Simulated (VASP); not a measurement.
# SnSe2 (P-3m1) in VASP: notebook

The runs below take SnSe2 through single point, with PBEsol.

All numbers are computed with VASP 6.6.1; they aren't measurements. Logs are shortened: lines on timing, memory, paths and dates and some standing lists are left out, and cuts for length are marked.

## Step 1: The cell of the first run

The structure is trigonal, space group P-3m1 (No. 164). Conventional cell: a = 3.878 Å, b = 3.878 Å, c = 6.243 Å, α = 90.00°, β = 90.00°, γ = 120.00°. Within 3.6 Å of Sn (site symmetry -3m) lie 6 Se at 2.73 Å. Within 3.6 Å of Se (site symmetry 3m) lie 3 Sn at 2.73 Å.

## Step 2: Single point, PBEsol

Input file INCAR:

```
PREC = Accurate ; ENCUT = 520
EDIFF = 1E-7 ; ISMEAR = 0
SIGMA = 0.01 ; LREAL = F
LASPH = T ; NELM = 80
ALGO = Normal ; ISIF = 2
LWAVE = F ; LCHARG = F
GGA = PS ; NBANDS = 20
```

Input file KPOINTS:

```
Automatic mesh
0
Gamma
  12 12 4
```

Input file POSCAR:

```
SnSe2
1.0
    3.8775811135      0.0000000000      0.0000000000
   -1.9387905567      3.3580839390      0.0000000000
    0.0000000000      0.0000000000      6.2432006593
Sn Se
1 2
Direct
    0.0000000000      0.0000000000      0.0000000000
    0.3333333333      0.6666666667      0.2490000000
    0.6666666667      0.3333333333      0.7510000000
```

Potentials or basis: VASP PAW PBE potentials, release 64 (Sn_d, Se).

The run is started by

```sh
cat potpaw_PBE.64/Sn_d/POTCAR potpaw_PBE.64/Se/POTCAR > POTCAR
mpirun -np 1 vasp_std > vasp.out
```

OUTCAR:

```text
PREC = Accurate
   ENCUT = 520
   EDIFF = 1E-7
   ISMEAR = 0
   LREAL = F
   LASPH = T
   NELM = 80
   ISIF = 2
   GGA = PS

 ion  position               nearest neighbor table
   1  0.000  0.000  0.000-   2 2.73   3 2.73   3 2.73   2 2.73   3 2.73   2 2.73
   2  0.333  0.667  0.249-   1 2.73   1 2.73   1 2.73
   3  0.667  0.333  0.751-   1 2.73   1 2.73   1 2.73

  LATTYP: Found a hexagonal cell.
 ALAT       =     3.8775811135
 C/A-ratio  =     1.6100760955

  Lattice vectors:

 A1 = (   3.8775811135,   0.0000000000,   0.0000000000)
 A2 = (  -1.9387905567,   3.3580839390,   0.0000000000)
 A3 = (   0.0000000000,   0.0000000000,   6.2432006593)

Analysis of symmetry for initial positions (statically):
=====================================================================
 Subroutine PRICEL returns:
 Original cell was already a primitive cell.

 Routine SETGRP: Setting up the symmetry group for a
 hexagonal supercell.

 Subroutine GETGRP returns: Found 12 space group operations
 (whereof 12 operations were pure point group operations)
 out of a pool of 24 trial point group operations.

The static configuration has the point symmetry D_3d.

Analysis of symmetry for dynamics (positions and initial velocities):
=====================================================================
 Subroutine PRICEL returns:
 Original cell was already a primitive cell.

 Routine SETGRP: Setting up the symmetry group for a
 hexagonal supercell.

 Subroutine GETGRP returns: Found 12 space group operations
 (whereof 12 operations were pure point group operations)
 out of a pool of 24 trial point group operations.

The dynamic configuration has the point symmetry D_3d.

 Subroutine INISYM returns: Found 12 space group operations
 (whereof 12 operations are pure point group operations),
 and found     1 'primitive' translations

----------------------------------------------------------------------------------------

                                     Primitive cell

  volume of cell :      81.2942

  direct lattice vectors                    reciprocal lattice vectors
     3.877581113  0.000000000  0.000000000     0.257892735  0.148894432  0.000000000
    -1.938790557  3.358083939  0.000000000     0.000000000  0.297788864  0.000000000
     0.000000000  0.000000000  6.243200659     0.000000000  0.000000000  0.160174253

  length of vectors
     3.877581113  3.877581278  6.243200659     0.297788876  0.297788864  0.160174253

  position of ions in fractional coordinates (direct lattice)
     0.000000000  0.000000000  0.000000000
     0.333333333  0.666666667  0.249000000
     0.666666667  0.333333333  0.751000000

  ion indices of the primitive-cell ions
   primitive index   ion index
                 1           1
                 2           2
                 3           3

----------------------------------------------------------------------------------------

 KPOINTS: Automatic mesh

Automatic generation of k-mesh.
 Grid dimensions read from file:
 generate k-points for:   12   12    4

 Generating k-lattice:

  Cartesian coordinates                     Fractional coordinates (reciprocal lattice)
     0.021491061  0.012407869  0.000000000     0.083333333  0.000000000  0.000000000
     0.000000000  0.024815739  0.000000000     0.000000000  0.083333333  0.000000000
     0.000000000  0.000000000  0.040043563     0.000000000  0.000000000  0.250000000

  Length of vectors
     0.024815740  0.024815739  0.040043563

  Shift w.r.t. Gamma in fractional coordinates (k-lattice)
     0.000000000  0.000000000  0.000000000

 Subroutine IBZKPT returns following result:
 ===========================================

 Found     69 irreducible k-points:

 Following reciprocal coordinates:
            Coordinates               Weight
  0.000000  0.000000  0.000000      1.000000
  0.083333 -0.000000  0.000000      6.000000
  0.166667 -0.000000  0.000000      6.000000
  0.250000  0.000000  0.000000      6.000000
  0.333333 -0.000000  0.000000      6.000000
  0.416667  0.000000  0.000000      6.000000
[... 16 lines left out ...]
  0.166667 -0.000000  0.250000      6.000000
  0.000000  0.166667  0.250000      6.000000
 [... further k-points ...]
   k-points           NKPTS =     69   k-points in BZ     NKDIM =     69   number of bands    NBANDS=     20
   number of dos      NEDOS =    301   number of ions     NIONS =      3
   total plane-waves  NPLWV =  43200
   dimension x,y,z NGX =    30 NGY =   30 NGZ =   48
   dimension x,y,z NGXF=    60 NGYF=   60 NGZF=   96
   ions per type =               1   2
   NGX,Y,Z   is equivalent  to a cutoff of  12.86, 12.86, 12.78 a.u.
   NGXF,Y,Z  is equivalent  to a cutoff of  25.72, 25.72, 25.56 a.u.
 SYSTEM =  unknown system
   PREC   = accura    normal or accurate (medium, high low for compatibility)
   ISTART =      0    job   : 0-new  1-cont  2-samecut
   ICHARG =      2    charge: 1-file 2-atom 10-const
   ISPIN  =      1    spin polarized calculation?
   LNONCOLLINEAR =      F non collinear calculations
   LSORBIT =      F    spin-orbit coupling
   LASPH  =      T    aspherical Exc in radial PAW
   ENCUT  =  520.0 eV  38.22 Ry    6.18 a.u.   7.21  7.21 11.61*2*pi/ulx,y,z
   NELM   =     80;   NELMIN=  2; NELMDL= -5     # of ELM steps
   EDIFF  = 0.1E-06   stopping-criterion for ELM
   LREAL  =      F    real-space projection
   EDIFFG = 0.1E-05   stopping-criterion for IOM
   NSW    =      0    number of steps for IOM
   IBRION =     -1    ionic relax: 0-MD 1-quasi-New 2-CG
   NFREE  =      0    steps in history (QN), initial steepest desc. (CG)
   ISIF   =      2    stress and relaxation
   ISYM   =      2    0-nonsym 1-usesym 2-fastsym
   POTIM  = 0.5000    time-step for ionic-motion
   TEBEG  =    0.0;   TEEND  =   0.0 temperature during run
   PSTRESS=    0.0 pullay stress
   NELECT =      26.0000    total number of electrons
   NUPDOWN=      -1.0000    fix difference up-down
   EMIN   =  10.00;   EMAX   =-10.00  energy-range for DOS
   EFERMI =   0.00;   METHOD = LEGACY
   ISMEAR =     0;   SIGMA  =   0.01  broadening in eV -4-tet -1-fermi 0-gaus
   EFERMI_NEDOS =   21; number of points for ismear=-14 and -15
   IALGO  =     38    algorithm
   IMIX   =      4    mixing-type and parameters
     AMIX     =   0.40;   BMIX     =  1.00
     AMIX_MAG =   1.60;   BMIX_MAG =  1.00
  volume/ion in A,a.u.               =      27.10       182.87
  Fermi-wavevector in a.u.,A,eV,Ry     =   1.119557  2.115655 17.053636  1.253407
  Thomas-Fermi vector in A             =   2.256196
   LORBIT       =      0    0 simple, 1 ext, 2 COOP (PROOUT), +10 PAW based schemes
   GGA     = PS    functional components
   LHFCALC =     F    Hartree Fock is set to
   AEXX    =    0.0000 exact exchange contribution
   IVDW    =     0    specifies the selected vdW correction
   LEPSILON=     F    determine dielectric tensor
   LRPA    =     F    only Hartree local field effects (RPA)
 non-spin polarized calculation
 Gauss-broadening in eV      SIGMA  =   0.01
  energy-cutoff  :      520.00
  volume of cell :       81.29
 maximum number of plane-waves:      2206
 NGX is ok and might be reduce to    30
   NGX = 15   NGY = 15   NGZ = 23

 number of electron      25.9999992 magnetization

 Free energy of the ion-electron system (eV)
  ---------------------------------------------------
  ext. energy  EPLUGINS =         0.00000000
  ---------------------------------------------------
  free energy    TOTEN  =       -12.96486336 eV

  energy without entropy =      -12.96486336  energy(sigma->0) =      -12.96486336

 E-fermi :   3.6713     XC(G=0):  -9.4049

 val. band max:        3.5573833016   @ k =   0.0833   0.0833   0.0000
 cond. band min:       4.2007601627   @ k =   0.5000   0.0000   0.2500
 fundamental gap:      0.6433768611
 Fermi energy:         3.6713434734

 k-point     1 :       0.0000    0.0000    0.0000
  band No.  band energies     occupation
      1     -17.5861      2.00000
      2     -17.5861      2.00000
      3     -17.5562      2.00000
      4     -17.5431      2.00000
      5     -17.5431      2.00000
      6     -10.1413      2.00000
[... 12 lines left out ...]
     19      12.3509      0.00000
     20      12.3509      0.00000

 k-point     2 :       0.0833   -0.0000    0.0000
  band No.  band energies     occupation
      1     -17.5890      2.00000
      2     -17.5841      2.00000
      3     -17.5546      2.00000
      4     -17.5445      2.00000
      5     -17.5427      2.00000
      6     -10.0766      2.00000
[... 12 lines left out ...]
     19      11.7739      0.00000
     20      12.4405      0.00000

 k-point     3 :       0.1667   -0.0000    0.0000
  band No.  band energies     occupation
      1     -17.5973      2.00000
      2     -17.5790      2.00000
      3     -17.5514      2.00000
      4     -17.5460      2.00000
      5     -17.5409      2.00000
      6      -9.8866      2.00000
[... 12 lines left out ...]
     19      11.6674      0.00000
     20      12.6297      0.00000

 k-point     4 :       0.2500    0.0000    0.0000
  band No.  band energies     occupation
      1     -17.6096      2.00000
      2     -17.5740      2.00000
      3     -17.5542      2.00000
      4     -17.5401      2.00000
      5     -17.5366      2.00000
      6      -9.5869      2.00000
[... 12 lines left out ...]
     19      11.5672      0.00000
     20      12.8447      0.00000

 k-point     5 :       0.3333   -0.0000    0.0000
  band No.  band energies     occupation
      1     -17.6224      2.00000
      2     -17.5712      2.00000
      3     -17.5582      2.00000
      4     -17.5325      2.00000
      5     -17.5299      2.00000
      6      -9.2122      2.00000
[... 12 lines left out ...]
     19      12.2077      0.00000
     20      13.0502      0.00000
[... 353 lines left out ...]
      6     -10.0041      2.00000
[... 12 lines left out ...]
     19      11.7238      0.00000
     20      12.3147      0.00000

 k-point    22 :       0.0000    0.0833    0.2500
  band No.  band energies     occupation
      1     -17.5890      2.00000
      2     -17.5841      2.00000
      3     -17.5545      2.00000
      4     -17.5445      2.00000
      5     -17.5427      2.00000
      6     -10.0040      2.00000
[... 12 lines left out ...]
     19      11.6954      0.00000
     20      12.0628      0.00000

 k-point    23 :       0.1667   -0.0000    0.2500
  band No.  band energies     occupation
      1     -17.5974      2.00000
      2     -17.5790      2.00000
      3     -17.5513      2.00000
      4     -17.5460      2.00000
      5     -17.5409      2.00000
      6      -9.8158      2.00000
[... 12 lines left out ...]
     19      11.6998      0.00000
     20      12.6049      0.00000

 k-point    24 :       0.0000    0.1667    0.2500
  band No.  band energies     occupation
      1     -17.5974      2.00000
      2     -17.5790      2.00000
      3     -17.5513      2.00000
      4     -17.5460      2.00000
      5     -17.5409      2.00000
      6      -9.8156      2.00000
[... 12 lines left out ...]
     19      11.5013      0.00000
     20      12.3055      0.00000

 [... further k-points ...]

------------------------ aborting loop because EDIFF is reached ----------------------------------------

  FORCE on cell =-STRESS in cart. coord.  units (eV):
  Direction    XX          YY          ZZ          XY          YZ          ZX
  --------------------------------------------------------------------------------------
  -------------------------------------------------------------------------------------
  Total       -0.8106063     -0.8106064      0.1926280     -0.0000000      0.0000000      0.0000000
  in kB      -15.9757350    -15.9757368      3.7963855     -0.0000000      0.0000000      0.0000000
  external PRESSURE =      -9.3850287 kB  Pullay stress =       0.0000000 kB

 VOLUME and BASIS-vectors are now :
 -----------------------------------------------------------------------------
  energy-cutoff  :      520.00
  volume of cell :       81.29
      direct lattice vectors                 reciprocal lattice vectors
     3.877581113  0.000000000  0.000000000     0.257892735  0.148894432  0.000000000
    -1.938790557  3.358083939  0.000000000     0.000000000  0.297788864  0.000000000
     0.000000000  0.000000000  6.243200659     0.000000000  0.000000000  0.160174253

 POSITION                                       TOTAL-FORCE (eV/Angst)
 -----------------------------------------------------------------------------------
      0.00000      0.00000      0.00000         0.000000      0.000000     -0.000000
     -0.00000      2.23872      1.55456         0.000000     -0.000000      0.146696
      1.93879      1.11936      4.68864        -0.000000      0.000000     -0.146696
 -----------------------------------------------------------------------------------
    total drift:                                0.000000     -0.000000      0.000000

  FREE ENERGIE OF THE ION-ELECTRON SYSTEM (eV)
  ---------------------------------------------------
  free  energy   TOTEN  =       -12.9648633608 eV

  energy  without entropy=      -12.9648633608  energy(sigma->0) =      -12.96486336
```

Run time: 93 s. Hardware: 1 thread of Intel Xeon 6975P-C, shared host; peak memory 0.26 GiB.

What came out:

```yaml
Free_energy: -12.9649 eV
Pressure: -0.9 GPa
Largest_force: 0.147 eV/Å
Band_gap_on_the_k_mesh: 0.64 eV, indirect (least direct gap 0.80 eV)
```

Forces on the atoms (eV/Å):
```
Sn   0.000  0.000  0.000
Se   0.000  0.000  0.147
Se   0.000  0.000 -0.147
```

Levels at points of the mesh, in eV from the valence-band top:
```
           k point  band 9  band 10  band 11  band 12  band 13  band 14  band 15  band 16  band 17  band 18
(0.00, 0.00, 0.00)   -0.70    -0.70    -0.41    -0.41    -0.06     0.73     2.76     4.43     4.43     7.91
(0.50, 0.00, 0.00)   -4.29    -2.78    -2.56    -1.16    -0.33     0.99     3.60     5.26     5.34     6.89
(0.00, 0.00, 0.50)   -1.94    -0.78    -0.78    -0.26    -0.26     2.11     2.68     4.19     4.19     7.90
(0.50, 0.00, 0.50)   -4.70    -2.40    -1.95    -0.82    -0.69     0.68     4.07     4.71     5.77     6.02
```

Caveat: the PAW data sets were made with another functional, which shifts forces and pressure a little; spin-orbit coupling is left out, which moves the levels of the heavy elements; this functional lacks dispersion, which binds the layers, so the pressure and a relaxed spacing across them are unreliable.

## Step 3: Single point, PBEsol

This run uses another cell than the first one, of 27.78 Å³/atom, 1.025 times its volume.

Input file INCAR:

```
PREC     = Accurate       # precision mode
ENCUT    = 520            # plane-wave cutoff, eV
EDIFF    = 1E-6           # SCF threshold, eV
ISMEAR   = 0              # smearing method
SIGMA    = 0.01           # smearing width, eV
LREAL    = F              # projectors in reciprocal space
LASPH    = T              # aspherical terms in the spheres
NELM     = 100            # most SCF steps
ALGO     = Normal         # electronic algorithm
ISIF     = 2              # what is computed and relaxed
LWAVE    = F              # write WAVECAR
LCHARG   = T              # write CHGCAR
GGA      = PS             # functional
LELF     = T              # ELF
LVHAR    = T            
NBANDS   = 20             # bands
```

Input file KPOINTS:

```
regular mesh
0
Gamma
  12 12 4
```

Input file POSCAR:

```
SnSe2
1.0
    3.9100309997      0.0000000000      0.0000000000
   -1.9550154998      3.3861863663      0.0000000000
    0.0000000000      0.0000000000      6.2954474453
Sn Se
1 2
Direct
    0.0000000000      0.0000000000      0.0000000000
    0.3333333333      0.6666666667      0.2490000000
    0.6666666667      0.3333333333      0.7510000000
```

Potentials or basis: VASP PAW PBE potentials, release 64 (Sn_d, Se).

The run is started by

```sh
cat potpaw_PBE.64/Sn_d/POTCAR potpaw_PBE.64/Se/POTCAR > POTCAR
mpirun -np 1 vasp_std > vasp.out
```

Wall time 93 s (1 thread of Intel Xeon 6975P-C, shared host); peak memory 0.27 GiB.

Results (log left out):

* Free energy: -12.9438 eV
* Pressure: -2.3 GPa
* Largest force: 0.059 eV/Å
* Band gap on the k mesh: 0.62 eV, indirect (least direct gap 0.71 eV)

Forces on the atoms (eV/Å):
```
Sn   0.000  0.000  0.000
Se   0.000  0.000 -0.059
Se   0.000  0.000  0.059
```

Stress tensor (GPa, compression positive):
```
-3.01  0.00  0.00
 0.00 -3.01  0.00
 0.00  0.00 -1.01
```

Levels at points of the mesh, in eV from the valence-band top:
| k point | band 11 | band 12 | band 13 | band 14 | band 15 | band 16 |
| --- | --- | --- | --- | --- | --- | --- |
| (0.00, 0.00, 0.00) | -0.39 | -0.39 | -0.07 | 0.64 | 2.74 | 4.38 |
| (0.50, 0.00, 0.00) | -2.47 | -1.11 | -0.32 | 0.96 | 3.57 | 5.19 |
| (0.00, 0.00, 0.50) | -0.75 | -0.26 | -0.26 | 2.01 | 2.64 | 4.15 |
| (0.50, 0.00, 0.50) | -1.90 | -0.78 | -0.66 | 0.64 | 4.05 | 4.70 |

Caveat: the PAW data sets were made with another functional, which shifts forces and pressure a little; spin-orbit coupling is left out, which moves the levels of the heavy elements; this functional lacks dispersion, which binds the layers, so the pressure and a relaxed spacing across them are unreliable.
